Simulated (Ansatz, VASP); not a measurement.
One calculation of SiC, two programs

```
Si C
1.0
     0.00000    2.00008    2.00008
     2.00008    0.00000    2.00008
     2.00008    2.00008    0.00000
Si C
1 1
Direct
  0.00000 0.00000 0.00000
  0.75000 0.75000 0.75000
```

Change from the starting cell: strain -0.080 along x and y, -0.080 along z, atoms carried along.

Alike in both runs: task single point; functional PBE; k mesh 12 × 12 × 12; occupations gaussian, width 0.05 eV; no spin polarisation.

|  | VASP | Ansatz |
| --- | --- | --- |
| version | VASP 6.6.1 | Ansatz 0.2.0 |
| potentials or method | VASP PAW PBE potentials, release 64 (Si, C), cutoff 520 eV | scalar-relativistic, plane waves, PAW |
| valence electrons in the cell | 8 | 8 |

VASP gave:

```
gap on the k mesh at the Fermi level (eV) : 1.08
least direct gap on the mesh (eV)         : 4.74
pressure (GPa)                            : 96.9
```

Task: Which values does Ansatz return?

Result: gap on the k mesh at the Fermi level (eV): 1.08; least direct gap on the mesh (eV): 4.76; pressure (GPa): 97.1.

Both programs put the cell under a high pressure, so it lies far from rest at this level. With one functional, cell and mesh, what is left measures potentials, basis and numerics.

Noted on VASP's run: the cell as given lies far from equilibrium.
